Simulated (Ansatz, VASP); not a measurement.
## One calculation of Pd, two programs

The input INCAR:

```
SYSTEM = Pd
PREC = Accurate ; ENCUT = 520
EDIFF = 1E-6 ; ISMEAR = -1
SIGMA = 0.05 ; LREAL = .FALSE.
LASPH = .TRUE. ; NELM = 150
ALGO = Normal ; ISIF = 2
LWAVE = .FALSE. ; LCHARG = .FALSE.
ISPIN = 2 ; MAGMOM = 0.5 0.5 0.5
LORBIT = 11 ; LMAXMIX = 4
GGA = RP ; NBANDS = 26
```

Contents of KPOINTS:

```
regular mesh
0
G
  11 11 15
  0 0 0
```

Contents of POSCAR:

```
Pd
1.0
    4.5505460611      0.0000000000      0.0000000000
   -2.2752730306      3.9408884900      0.0000000000
    0.0000000000      0.0000000000      2.6989711876
Pd
3
Direct
    1.0000000000      1.0000000000      0.0000000000
    0.3333333333      0.6666666667      0.5000000000
    0.6666666667      0.3333333333      0.5000000000
```

Input for Ansatz:

```yaml
crystal:
  lattice:
    - [4.5505460611, 0.0, 0.0]
    - [-2.2752730306, 3.94088849, 0.0]
    - [0.0, 0.0, 2.6989711876]
  atoms:
    - { symbol: Pd, position: [1.0, 1.0, 0.0], spin: 0.5 }
    - { symbol: Pd, position: [0.3333333333, 0.6666666667, 0.5], spin: 0.5 }
    - { symbol: Pd, position: [0.6666666667, 0.3333333333, 0.5], spin: 0.5 }
hamiltonian:
  xc: rpbe
  pseudopotentials:
    kind: paw
    azcp:
      Pd: "pseudopotentials/Pd.paw.azcp"
basis:
  ecutwfc: 420
  fft_grid_basis: typed
kpoints:
  mp_grid: { grid: [11, 11, 15], shift: [0, 0, 0] }
magnetization:
  spin_polarized: true
scf:
  occupations: { method: fermi_dirac, width: 0.05 }
```

Alike in both runs: task single point; functional RPBE; k mesh 11 × 11 × 15; occupations fermi-dirac, width 0.05 eV; collinear spin.

```csv
,VASP,Ansatz
version,VASP 6.6.1,Ansatz 0.2.0
potentials or method,"VASP PAW PBE potentials, release 64 (Pd), cutoff 520 eV","plane waves (420 eV) with PAW, scalar-relativistic"
valence electrons in the cell,30,54
```

|  | VASP | Ansatz | Ansatz less VASP |
| --- | --- | --- | --- |
| net moment per atom (μB) | 0.00 | 0.00 | -0.003 |

VASP's potentials were made for PBE, not for RPBE. VASP's potentials hold 30 valence electrons a cell and Ansatz's 54, so a difference there can come from the potentials and not from the codes. Ansatz's warnings: seeded moment not kept.
